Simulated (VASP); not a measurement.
Set up this calculation in VASP 6.6.1, as the native input.

* Task: single point
* Functional: r2SCAN
* Potentials or basis: VASP PAW PBE potentials, release 64 (Ag, I)
* Cutoff: 550 eV
* k mesh: 4 × 4 × 4
* Occupations: methfessel-paxton, width 0.5 eV
* Spin: no spin polarisation
* Dipole correction: no
* Further INCAR settings: ALGO = Normal; EDIFF = 1e-06; NBANDS = 16

AgI:

```
CELL_PARAMETERS angstrom
0.00000 3.28857 3.28857
3.28857 0.00000 3.28857
3.28857 3.28857 0.00000
ATOMIC_POSITIONS crystal
Ag 0.00000 0.00000 0.00000
I 0.25000 0.25000 0.25000
```

The input as run:

POSCAR

```
AgI
1.0
    0.0000000000      3.2885749246      3.2885749246
    3.2885749246      0.0000000000      3.2885749246
    3.2885749246      3.2885749246      0.0000000000
Ag I
1 1
Direct
    0.0000000000      0.0000000000      0.0000000000
    0.2500000000      0.2500000000      0.2500000000
```

INCAR.step1

```
  PREC = Accurate
  ENCUT = 550
  ISMEAR = 1
  SIGMA = 0.5
  LREAL = False
  LASPH = True
  NELM = 120
  NBANDS = 16
  GGA = PE
  ALGO = Normal
  EDIFF = 1E-5
  LWAVE = True
  LCHARG = False
  GGA_COMPAT = False
```

INCAR.step2

```
  PREC = Accurate
  ENCUT = 550
  EDIFF = 1E-6
  ISMEAR = 1
  SIGMA = 0.5
  LREAL = False
  LASPH = True
  NELM = 120
  ALGO = Normal
  ISIF = 2
  LWAVE = False
  LCHARG = False
  METAGGA = R2SCAN
  LMIXTAU = True
  NBANDS = 16
  ISTART = 1
  GGA_COMPAT = False
```

KPOINTS

```
regular mesh
0
Gamma
  4 4 4
```

Potentials or basis: VASP PAW PBE potentials, release 64 (Ag, I).

Command:

```bash
$ cat potpaw_PBE.64/Ag/POTCAR potpaw_PBE.64/I/POTCAR > POTCAR
$ cp INCAR.step1 INCAR
$ mpirun -np 1 vasp_std > vasp.out
$ cp INCAR.step2 INCAR
$ mpirun -np 1 vasp_std > vasp.out
```

It gave:

```
Pressure               : -0.1 GPa
Band gap on the k mesh : 1.79 eV, direct
```

Caveat: the PAW data sets were made with another functional, which shifts forces and pressure a little; spin-orbit coupling is left out, which moves the levels of the heavy elements.

Run time: 110 s on 1 thread of Intel Xeon 8259CL, on a shared host, peak memory 0.22 GiB.
